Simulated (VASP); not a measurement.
Runs of VASP 6.6.1 on Ta3B2N. The structure is that of space group R-3m (No. 166), or close to it. The cells are those of the table. 

| task | spin | cell | k mesh | cutoff (eV) | gap on the mesh (eV) | pressure (GPa) | largest force (eV/Å) |
| --- | --- | --- | --- | --- | --- | --- | --- |
| relaxation of cell and atoms | off | relaxed from a = 4.797 Å, angles 60.8°, 6 atoms | 6 × 6 × 6 | 600 | none | -0.1 | 0.04 |
| single point | off | a = 4.226 Å, angles 83.1°, 6 atoms | 12 × 12 × 12 | 520 | none | 0.4 | 0.01 |
| single point | collinear, ferromagnetic start | a = 4.225 Å, angles 83.1°, 6 atoms | 6 × 6 × 6 | 520 | none | 0.5 | 0.01 |
| single point | off | a = 4.225 Å, angles 83.1°, 6 atoms | 6 × 6 × 6 | 520 | none | 0.5 | 0.01 |
| single point | off | a = 4.797 Å, angles 60.8°, 6 atoms | 6 × 6 × 6 | 520 | none | 8.7 | (a) |

Alike in all rows: level PBE; potentials or basis VASP PAW PBE potentials, release 64 (Ta_pv, B, N); smearing gaussian 0.1 eV.

Q: Estimate the missing entries.

A: (a) 0.31.

Caveats: spin-orbit coupling is left out, which moves the levels of the heavy elements.

A k mesh can miss the band edges, and the runs leave out spin-orbit coupling on Ta.

A gap of «none» marks levels without a gap at the run's occupations.
